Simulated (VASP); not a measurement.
## Co: single point with revPBE

Crystal: Co.

```xyz
1
Lattice="2.2368 0.0000 0.0000 0.0000 2.2368 0.0000 0.0000 0.0000 2.2368" Properties=species:S:1:pos:R:3 pbc="T T T"
Co    0.0000    0.0000    0.0000
```

This cell differs from its parent crystal: volume scaled by 0.92.

```
Program             : VASP 6.6.1
Task                : single point
Functional          : revPBE
Potentials or basis : VASP PAW PBE potentials, release 64 (Co_sv)
Cutoff              : 600 eV
k mesh              : 15 × 15 × 15
Occupations         : fermi-dirac, width 0.1 eV
Spin                : no spin polarisation
```

```
Pressure : 13.8 GPa
```

Levels at points of the mesh, in eV from the Fermi level:
```
           k point  band 6  band 7  band 8  band 9  band 10  band 11  band 12  band 13
(0.00, 0.00, 0.00)   -3.92   -3.92    0.54    0.54     0.54    20.96    20.96    20.96
```

Wall time 15 s on 1 thread of AMD EPYC 9R45 (Zen 5), on a shared host, peak memory 0.1 GiB.

Caveat: the PAW data sets were made with another functional, which shifts forces and pressure a little; the run has no spin polarisation, though such a crystal can be magnetic. Spin polarisation is off, so any magnetic state and its effect on volume and gap are missing.
